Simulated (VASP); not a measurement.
Wanted: the native input for a VASP 6.6.1 run.

```yaml
Task: single point
Functional: PBEsol
Potentials_or_basis: VASP PAW PBE potentials, release 64 (Ir)
Cutoff: 520 eV
k_mesh: 19 × 19 × 19
Occupations: fermi-dirac, width 0.1 eV
Spin: no spin polarisation
Dipole_correction: no
Further_INCAR_settings: ALGO = Normal; EDIFF = 1e-06; NBANDS = 10
```

The structure of Ir lies in POSCAR:

```
Ir
1.0
    0.0000000000      1.8633175862      1.8633175862
    1.8633175862      0.0000000000      1.8633175862
    1.8633175862      1.8633175862      0.0000000000
Ir
1
Direct
    0.0000000000      0.0000000000      0.0000000000
```

This cell differs from its parent crystal: volume scaled by 0.92.

One way to write it, as run:

INCAR

```
SYSTEM = Ir
PREC = Accurate
ENCUT = 520
EDIFF = 1E-6
ISMEAR = -1
SIGMA = 0.1
LREAL = .FALSE.
LASPH = .TRUE.
NELM = 60
ALGO = Normal
ISIF = 2
LWAVE = .FALSE.
LCHARG = .FALSE.
GGA = PS
NBANDS = 10
```

KPOINTS

```
Automatic mesh
0
G
  19 19 19
  0 0 0
```

Potentials or basis: VASP PAW PBE potentials, release 64 (Ir).

The run is started by

```console
$ cat potpaw_PBE.64/Ir/POTCAR > POTCAR
$ mpirun -np 1 vasp_std > vasp.out
```

It gave:

- Pressure: 41.4 GPa

Caveat: the PAW data sets were made with another functional, which shifts forces and pressure a little.

Wall time 14 s on 1 thread of Intel(R) Xeon(R) Platinum 8488C (Sapphire Rapids) (shared host), peak memory 0.15 GiB.
